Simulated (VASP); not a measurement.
Set up this calculation in VASP 6.6.1, as the native input.

```
Task                   : single point
Functional             : PBE
Potentials or basis    : VASP PAW PBE potentials, release 64 (Zr_sv, Sc_sv, F)
Cutoff                 : 520 eV
k mesh                 : 6 × 6 × 6
Occupations            : gaussian, width 0.1 eV
Spin                   : no spin polarisation
Dipole correction      : no
Further INCAR settings : ALGO = Normal; EDIFF = 1e-06; NBANDS = 38
```

The structure of ZrSc3F2 lies in POSCAR:

```
ZrSc3F2
1.0
    6.5414756734     -0.0000000034      0.0000000000
   -3.2707378337      5.6650841131      0.0000000000
    0.0000000000      0.0000000000      2.8209229135
Zr Sc F
1 3 2
Direct
    0.0000000000      0.0000000000      0.0000000000
    0.5000000000      0.0000000000      0.5000000000
    0.5000000000      0.5000000000      0.5000000000
    0.0000000000      0.5000000000      0.5000000000
    0.3333333333      0.6666666667      0.0000000000
    0.6666666667      0.3333333333      0.0000000000
```

The cell was built from a structure type or drawn by symmetry, and may not be a known phase.

The input as run:

INCAR

```
PREC = Accurate ; ENCUT = 520
EDIFF = 1E-6 ; ISMEAR = 0
SIGMA = 0.1 ; LREAL = F
LASPH = T ; NELM = 60
ALGO = Normal ; ISIF = 2
LWAVE = F ; LCHARG = F
GGA = PE ; NBANDS = 38
```

KPOINTS

```
regular mesh
0
Gamma
  6 6 6
```

Potentials or basis: VASP PAW PBE potentials, release 64 (Zr_sv, Sc_sv, F).

Command:

```console
$ cat potpaw_PBE.64/Zr_sv/POTCAR potpaw_PBE.64/Sc_sv/POTCAR potpaw_PBE.64/F/POTCAR > POTCAR
$ mpirun -np 1 vasp_std > vasp.out
```

Results of the run:

```
Pressure               : 0.1 GPa
Band gap on the k mesh : zero (an odd number of electrons rules out a gap without spin polarisation)
```

Caveat: the k points lie up to 0.37 Å⁻¹ apart, too coarse for converged energies and pressures of a metal; an odd number of electrons without spin polarisation forces a metal; a magnetic or distorted state may lie lower.

Wall time 70 s on 1 thread of Intel(R) Xeon(R) 6975P-C (Granite Rapids), with other jobs on the host, peak memory 0.28 GiB.
